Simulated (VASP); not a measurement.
**Rh: single point with PBE**

Crystal: Rh.

```
Rh
1.0
     0.00000    1.91497    1.91497
     1.91497    0.00000    1.91497
     1.91497    1.91497    0.00000
Rh
1
Direct
  0.00000 0.00000 0.00000
```

- Program: VASP 6.6.1
- Task: single point
- Functional: PBE
- Potentials or basis: VASP PAW PBE potentials, release 64 (Rh_pv)
- Cutoff: 520 eV
- k mesh: 18 × 18 × 18
- Occupations: gaussian, width 0.1 eV
- Spin: no spin polarisation

```yaml
Pressure: 0.0 GPa
```

Levels at points of the mesh, in eV from the Fermi level:
```tsv
k point	band 4	band 5	band 6	band 7	band 8	band 9	band 10	band 11
(0.00, 0.00, 0.00)	-7.80	-2.98	-2.98	-2.98	-0.97	-0.97	16.01	20.58
(0.50, 0.00, 0.00)	-5.95	-3.06	-3.06	0.54	0.54	0.76	8.42	15.50
(0.50, 0.50, 0.00)	-6.12	-5.76	0.51	0.94	0.94	3.24	12.00	13.20
```

It took 14 s on 1 thread of Intel(R) Xeon(R) 6975P-C (Granite Rapids) (shared host), peak memory 0.14 GiB.
